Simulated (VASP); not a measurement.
# TiSn5 (P6/mmm) in VASP: single point with PBE

Aim: the single point of TiSn5 with PBE.

Everything below comes from runs of VASP 6.6.1. Logs are shortened: lines on timing, memory, paths and dates and some standing lists are left out, and cuts for length are marked.

## 1. The cell of the first run

The structure is hexagonal, space group P6/mmm (No. 191). The conventional cell has a = 5.929 Å, b = 5.929 Å, c = 5.766 Å, α = 90.00°, β = 90.00°, γ = 120.00°. Within 4.5 Å of Ti (site symmetry 6/mmm) lie 18 Sn at 3.42 to 4.14 Å. Within 4.4 Å of Sn (site symmetry -6m2) lie 9 Sn at 3.35 to 3.42 Å and 3 Ti at 3.42 Å. Within 3.9 Å of Sn (site symmetry mmm) lie 8 Sn at 2.96 to 3.35 Å.

The cell was generated, and may not be a known phase.

## 2. Single point, PBE, collinear spin

File INCAR:

```
SYSTEM = TiSn5
PREC = Accurate ; ENCUT = 520
EDIFF = 1E-6 ; ISMEAR = 0
SIGMA = 0.1 ; LREAL = .FALSE.
LASPH = .TRUE. ; NELM = 150
ALGO = Normal ; ISIF = 2
LWAVE = .FALSE. ; LCHARG = .TRUE.
ISPIN = 2 ; MAGMOM = 2.17 0 0 0 0 0
LORBIT = 11 ; LMAXMIX = 4
GGA = PE ; LVHAR = .TRUE.
NBANDS = 54 ; KPAR = 4
```

File KPOINTS:

```
regular mesh
0
G
  6 6 8
  0 0 0
```

File POSCAR:

```
TiSn5
1.0
    5.9288861777      0.0000000000      0.0000000000
   -2.9644430888      5.1345660460      0.0000000000
    0.0000000000      0.0000000000      5.7659261475
Ti Sn
1 5
Direct
    0.0000000000      0.0000000000      0.0000000000
    0.3333333333      0.6666666667      0.0000000000
    0.6666666667      0.3333333333      0.0000000000
    0.5000000000      0.0000000000      0.5000000000
    0.5000000000      0.5000000000      0.5000000000
    0.0000000000      0.5000000000      0.5000000000
```

Potentials or basis: VASP PAW PBE potentials, release 64 (Ti_sv, Sn_d).

Started as:

```bash
> cat potpaw_PBE.64/Ti_sv/POTCAR potpaw_PBE.64/Sn_d/POTCAR > POTCAR
> mpirun -np 4 vasp_std > vasp.out
```

OUTCAR:

```text
SYSTEM = TiSn5
   PREC = Accurate
   ENCUT = 520
   EDIFF = 1E-6
   ISMEAR = 0
   LREAL = .FALSE.
   LASPH = .TRUE.
   NELM = 150
   ISIF = 2
   ISPIN = 2
   LORBIT = 11
   GGA = PE

 ion  position               nearest neighbor table
   1  0.000  0.000  0.000-
   2  0.333  0.667  0.000-   4 3.35   4 3.35   6 3.35   6 3.35   5 3.35   5 3.35   3 3.42   3 3.42
                             3 3.42
   3  0.667  0.333  0.000-   4 3.35   4 3.35   6 3.35   6 3.35   5 3.35   5 3.35   2 3.42   2 3.42
                             2 3.42
   4  0.500  0.000  0.500-   5 2.96   5 2.96   6 2.96   6 2.96   2 3.35   3 3.35   2 3.35   3 3.35

   5  0.500  0.500  0.500-   4 2.96   4 2.96   6 2.96   6 2.96   2 3.35   3 3.35   2 3.35   3 3.35

   6  0.000  0.500  0.500-   4 2.96   4 2.96   5 2.96   5 2.96   2 3.35   3 3.35   2 3.35   3 3.35

  LATTYP: Found a hexagonal cell.
 ALAT       =     5.9288861777
 C/A-ratio  =     0.9725142252

  Lattice vectors:

 A1 = (   5.9288861777,   0.0000000000,   0.0000000000)
 A2 = (  -2.9644430888,   5.1345660460,   0.0000000000)
 A3 = (   0.0000000000,   0.0000000000,   5.7659261475)

Analysis of symmetry for initial positions (statically):
=====================================================================
 Subroutine PRICEL returns:
 Original cell was already a primitive cell.

 Routine SETGRP: Setting up the symmetry group for a
 hexagonal supercell.

 Subroutine GETGRP returns: Found 24 space group operations
 (whereof 24 operations were pure point group operations)
 out of a pool of 24 trial point group operations.

The static configuration has the point symmetry D_6h.

Analysis of symmetry for dynamics (positions and initial velocities):
=====================================================================
 Subroutine PRICEL returns:
 Original cell was already a primitive cell.

 Routine SETGRP: Setting up the symmetry group for a
 hexagonal supercell.

 Subroutine GETGRP returns: Found 24 space group operations
 (whereof 24 operations were pure point group operations)
 out of a pool of 24 trial point group operations.

The dynamic configuration has the point symmetry D_6h.

Analysis of structural, dynamic, and magnetic symmetry:
=====================================================================
 Subroutine PRICEL returns:
 Original cell was already a primitive cell.

 Routine SETGRP: Setting up the symmetry group for a
 hexagonal supercell.

 Subroutine GETGRP returns: Found 24 space group operations
 (whereof 24 operations were pure point group operations)
 out of a pool of 24 trial point group operations.

The overall configuration has the point symmetry D_6h.

 Subroutine INISYM returns: Found 24 space group operations
 (whereof 24 operations are pure point group operations),
 and found     1 'primitive' translations

----------------------------------------------------------------------------------------

                                     Primitive cell

  volume of cell :     175.5278

  direct lattice vectors                    reciprocal lattice vectors
     5.928886178  0.000000000  0.000000000     0.168665744  0.097379213  0.000000000
    -2.964443089  5.134566046  0.000000000     0.000000000  0.194758426  0.000000000
     0.000000000  0.000000000  5.765926148     0.000000000  0.000000000  0.173432676

  length of vectors
     5.928886178  5.928886178  5.765926148     0.194758426  0.194758426  0.173432676

  position of ions in fractional coordinates (direct lattice)
     0.000000000  0.000000000  0.000000000
     0.333333333  0.666666667  0.000000000
     0.666666667  0.333333333  0.000000000
     0.500000000  0.000000000  0.500000000
     0.500000000  0.500000000  0.500000000
     0.000000000  0.500000000  0.500000000

  ion indices of the primitive-cell ions
   primitive index   ion index
                 1           1
                 2           2
                 3           3
                 4           4
                 5           5
                 6           6

----------------------------------------------------------------------------------------

 KPOINTS: regular mesh

Automatic generation of k-mesh.
 Grid dimensions read from file:
 generate k-points for:    6    6    8

 Generating k-lattice:

  Cartesian coordinates                     Fractional coordinates (reciprocal lattice)
     0.028110957  0.016229869  0.000000000     0.166666667 -0.000000000  0.000000000
     0.000000000  0.032459738  0.000000000     0.000000000  0.166666667  0.000000000
     0.000000000  0.000000000  0.021679084     0.000000000  0.000000000  0.125000000

  Length of vectors
     0.032459738  0.032459738  0.021679084

  Shift w.r.t. Gamma in fractional coordinates (k-lattice)
     0.000000000  0.000000000  0.000000000

 Subroutine IBZKPT returns following result:
 ===========================================

 Found     35 irreducible k-points:

 Following reciprocal coordinates:
            Coordinates               Weight
  0.000000  0.000000  0.000000      1.000000
  0.166667  0.000000  0.000000      6.000000
  0.333333  0.000000  0.000000      6.000000
  0.500000 -0.000000  0.000000      3.000000
  0.166667  0.166667  0.000000      6.000000
  0.333333  0.166667  0.000000     12.000000
[... 16 lines left out ...]
  0.166667  0.000000  0.375000     12.000000
  0.333333  0.000000  0.375000     12.000000
 [... further k-points ...]
   k-points           NKPTS =     35   k-points in BZ     NKDIM =     35   number of bands    NBANDS=     54
   number of dos      NEDOS =    301   number of ions     NIONS =      6
   total plane-waves  NPLWV = 110592
   dimension x,y,z NGX =    48 NGY =   48 NGZ =   48
   dimension x,y,z NGXF=    96 NGYF=   96 NGZF=   96
   ions per type =               1   5
   NGX,Y,Z   is equivalent  to a cutoff of  13.46, 13.46, 13.84 a.u.
   NGXF,Y,Z  is equivalent  to a cutoff of  26.92, 26.92, 27.68 a.u.
 SYSTEM =  TiSn5
   PREC   = accura    normal or accurate (medium, high low for compatibility)
   ISTART =      0    job   : 0-new  1-cont  2-samecut
   ICHARG =      2    charge: 1-file 2-atom 10-const
   ISPIN  =      2    spin polarized calculation?
   LNONCOLLINEAR =      F non collinear calculations
   LSORBIT =      F    spin-orbit coupling
   LASPH  =      T    aspherical Exc in radial PAW
   ENCUT  =  520.0 eV  38.22 Ry    6.18 a.u.  11.02 11.02 10.72*2*pi/ulx,y,z
   NELM   =    150;   NELMIN=  2; NELMDL= -5     # of ELM steps
   EDIFF  = 0.1E-05   stopping-criterion for ELM
   LREAL  =      F    real-space projection
[... 7 lines left out ...]
   TEBEG  =    0.0;   TEEND  =   0.0 temperature during run
   PSTRESS=    0.0 pullay stress
   NELECT =      82.0000    total number of electrons
   NUPDOWN=      -1.0000    fix difference up-down
   EMIN   =  10.00;   EMAX   =-10.00  energy-range for DOS
   EFERMI =   0.00;   METHOD = LEGACY
   ISMEAR =     0;   SIGMA  =   0.10  broadening in eV -4-tet -1-fermi 0-gaus
   EFERMI_NEDOS =   21; number of points for ismear=-14 and -15
   IALGO  =     38    algorithm
   IMIX   =      4    mixing-type and parameters
     AMIX     =   0.40;   BMIX     =  1.00
     AMIX_MAG =   1.60;   BMIX_MAG =  1.00
  volume/ion in A,a.u.               =      29.25       197.42
  Fermi-wavevector in a.u.,A,eV,Ry     =   1.270274  2.400470 21.954313  1.613596
  Thomas-Fermi vector in A             =   2.403270
   LORBIT       =     11    0 simple, 1 ext, 2 COOP (PROOUT), +10 PAW based schemes
   GGA     = PE    functional components
   LHFCALC =     F    Hartree Fock is set to
   AEXX    =    0.0000 exact exchange contribution
   IVDW    =     0    specifies the selected vdW correction
   LEPSILON=     F    determine dielectric tensor
   LRPA    =     F    only Hartree local field effects (RPA)
 spin polarized calculation
 Gauss-broadening in eV      SIGMA  =   0.10
  energy-cutoff  :      520.00
  volume of cell :      175.53
 maximum number of plane-waves:      4752
 NGX is ok and might be reduce to    48
   NGX = 23   NGY = 23   NGZ = 21

 number of electron      82.0000043 magnetization      -0.0008042

 number of electron      82.0000044 magnetization       0.2462761

 Free energy of the ion-electron system (eV)
  ---------------------------------------------------
  ext. energy  EPLUGINS =         0.00000000
  ---------------------------------------------------
  free energy    TOTEN  =       -24.09276972 eV

  energy without entropy =      -24.05267212  energy(sigma->0) =      -24.07272092

 E-fermi :   6.8099     XC(G=0):  -9.7740

 val. band max:        6.7953117317   @ k =   0.5000  -0.0000   0.2500
 cond. band min:       6.8116934086   @ k =   0.3333   0.3333   0.3750
 fundamental gap:      0.0163816769
 Fermi energy:         6.8099020651

 spin component 1

 k-point     1 :       0.0000    0.0000    0.0000
  band No.  band energies     occupation
      1     -50.9747      1.00000
      2     -27.2785      1.00000
      3     -27.2785      1.00000
      4     -27.1407      1.00000
      5     -15.0802      1.00000
      6     -14.9959      1.00000
[... 45 lines left out ...]
     52      11.3452      0.00000
     53      12.4761      0.00000

 k-point     2 :       0.1667    0.0000    0.0000
  band No.  band energies     occupation
      1     -50.9747      1.00000
      2     -27.2785      1.00000
      3     -27.2785      1.00000
      4     -27.1407      1.00000
      5     -15.0568      1.00000
      6     -14.9871      1.00000
[... 45 lines left out ...]
     52      10.6678      0.00000
     53      12.2121      0.00000
[... 1174 lines left out ...]
     52      10.8905      0.00000
     53      11.1403      0.00000

 k-point    24 :       0.3333    0.0000    0.3750
  band No.  band energies     occupation
      1     -50.9747      1.00000
      2     -27.2785      1.00000
      3     -27.2785      1.00000
      4     -27.1407      1.00000
      5     -15.0201      1.00000
      6     -14.9371      1.00000
[... 45 lines left out ...]
     52      10.7325      0.00000
     53      10.7599      0.00000

 [... further k-points ...]

 spin component 2

 k-point     1 :       0.0000    0.0000    0.0000
  band No.  band energies     occupation
      1     -50.8905      1.00000
      2     -27.3849      1.00000
      3     -27.0270      1.00000
      4     -27.0270      1.00000
      5     -15.0791      1.00000
      6     -14.9940      1.00000
[... 45 lines left out ...]
     52      11.1154      0.00000
     53      12.5910      0.00000

 k-point     2 :       0.1667    0.0000    0.0000
  band No.  band energies     occupation
      1     -50.8905      1.00000
      2     -27.3849      1.00000
      3     -27.0270      1.00000
      4     -27.0270      1.00000
      5     -15.0556      1.00000
      6     -14.9852      1.00000
[... 45 lines left out ...]
     52      10.5440      0.00000
     53      12.2340      0.00000
[... 1174 lines left out ...]
     52      10.9187      0.00000
     53      11.1607      0.00000

 k-point    24 :       0.3333    0.0000    0.3750
  band No.  band energies     occupation
      1     -50.8905      1.00000
      2     -27.3850      1.00000
      3     -27.0271      1.00000
      4     -27.0270      1.00000
      5     -15.0187      1.00000
      6     -14.9354      1.00000
[... 45 lines left out ...]
     52      10.7358      0.00000
     53      10.8021      0.00000

 [... further k-points ...]

 [bands above 53 left out]

------------------------ aborting loop because EDIFF is reached ----------------------------------------

  FORCE on cell =-STRESS in cart. coord.  units (eV):
  Direction    XX          YY          ZZ          XY          YZ          ZX
  --------------------------------------------------------------------------------------
  -------------------------------------------------------------------------------------
  Total       -0.7030035     -0.7030035     -0.7016202     -0.0000000      0.0000000      0.0000000
  in kB       -6.4168538     -6.4168538     -6.4042269     -0.0000000      0.0000000      0.0000000
  external PRESSURE =      -6.4126448 kB  Pullay stress =       0.0000000 kB

 VOLUME and BASIS-vectors are now :
 -----------------------------------------------------------------------------
  energy-cutoff  :      520.00
  volume of cell :      175.53
      direct lattice vectors                 reciprocal lattice vectors
     5.928886178  0.000000000  0.000000000     0.168665744  0.097379213  0.000000000
    -2.964443089  5.134566046  0.000000000     0.000000000  0.194758426  0.000000000
     0.000000000  0.000000000  5.765926148     0.000000000  0.000000000  0.173432676

 POSITION                                       TOTAL-FORCE (eV/Angst)
 -----------------------------------------------------------------------------------
      0.00000      0.00000      0.00000        -0.000000      0.000000      0.000000
     -0.00000      3.42304      0.00000        -0.000000      0.000000      0.000000
      2.96444      1.71152      0.00000         0.000000     -0.000000      0.000000
      2.96444      0.00000      2.88296        -0.000000      0.000000      0.000000
      1.48222      2.56728      2.88296        -0.000000      0.000000      0.000000
     -1.48222      2.56728      2.88296        -0.000000      0.000000      0.000000
 -----------------------------------------------------------------------------------
    total drift:                               -0.000000      0.000000     -0.000000

  FREE ENERGIE OF THE ION-ELECTRON SYSTEM (eV)
  ---------------------------------------------------
  free  energy   TOTEN  =       -24.0927697164 eV

  energy  without entropy=      -24.0526721195  energy(sigma->0) =      -24.07272092

 total charge

# of ion       s       p       d       tot
------------------------------------------
    1        2.131   5.983   1.862   9.976
    2        1.270   0.910   9.970  12.149
    3        1.270   0.910   9.970  12.149
    4        1.281   0.974   9.990  12.246
    5        1.281   0.974   9.990  12.246
    6        1.281   0.974   9.990  12.246
--------------------------------------------------
tot          8.514  10.726  51.772  71.012

 magnetization (x)

# of ion       s       p       d       tot
------------------------------------------
    1        0.000   0.005   0.069   0.075
    2       -0.003   0.016   0.002   0.016
    3       -0.003   0.016   0.002   0.016
    4        0.004   0.000   0.001   0.005
    5        0.004   0.000   0.001   0.005
    6        0.004   0.000   0.001   0.005
--------------------------------------------------
tot          0.007   0.038   0.077   0.123
```

Wall time 14 min (4 MPI ranks of AMD EPYC 7R13 (Zen 3), shared host); peak memory 0.72 GiB.

What came out:

```
Free energy                                           : -24.0928 eV
Pressure                                              : -0.6 GPa
Net moment                                            : 0.25 μB per cell
Site moments                                          : Ti +0.07; Sn +0.02, +0.01 (each value once) μB
Valence electrons inside the program's atomic spheres : Ti 9.98; Sn 12.15, 12.25 (each value once)
```

Caveat: a moment this small can come from the mesh or the smearing; spin-orbit coupling is left out, which moves the levels of the heavy elements.
